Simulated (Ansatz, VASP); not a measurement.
# Two plane-wave programs on ZrNbSe3

```
Zr Nb Se
1.0
     5.14347    0.00000    0.00000
     0.00000    5.14347    0.00000
     0.00000    0.00000    5.14347
Zr Nb Se
1 1 3
Direct
  0.50000 0.50000 0.50000
  0.00000 0.00000 0.00000
  0.50000 0.50000 0.00000
  0.00000 0.50000 0.50000
  0.50000 0.00000 0.50000
```

Change from the starting cell: species swapped into the ZnAgF3 type (Pm-3m, No. 221).

Alike in both runs: functional PBE; k mesh 8 × 8 × 8; occupations gaussian, width 0.1 eV; collinear spin.

Ansatz relaxed the structure, and its values are those at the end. VASP's run is a single point on that final structure, the one shown.

|  | VASP | Ansatz |
| --- | --- | --- |
| version | VASP 6.6.1 | Ansatz 0.2.0 |
| potentials or method | VASP PAW PBE potentials, release 64 (Zr_sv, Nb_sv, Se), cutoff 520 eV | scalar-relativistic, plane waves, PAW |
| valence electrons in the cell | 43 | 73 |

VASP gave:

- gap on the k mesh at the Fermi level (eV): none
- pressure (GPa): 0.1
- net moment per atom (μB): 0.59
- size of the moment on the site where the two differ most (μB): 2.41

**Question.** Which values does Ansatz return?

**Answer.** gap on the k mesh at the Fermi level (eV): none; pressure (GPa): 0.0; net moment per atom (μB): 0.59; size of the moment on the site where the two differ most (μB): 2.89.

Site moments also hang on the region over which each program counts them. A gap of «none» marks a metal or a gap that the smearing closes. VASP's potentials hold 43 valence electrons a cell and Ansatz's 73, so a difference there can come from the potentials and not from the codes.
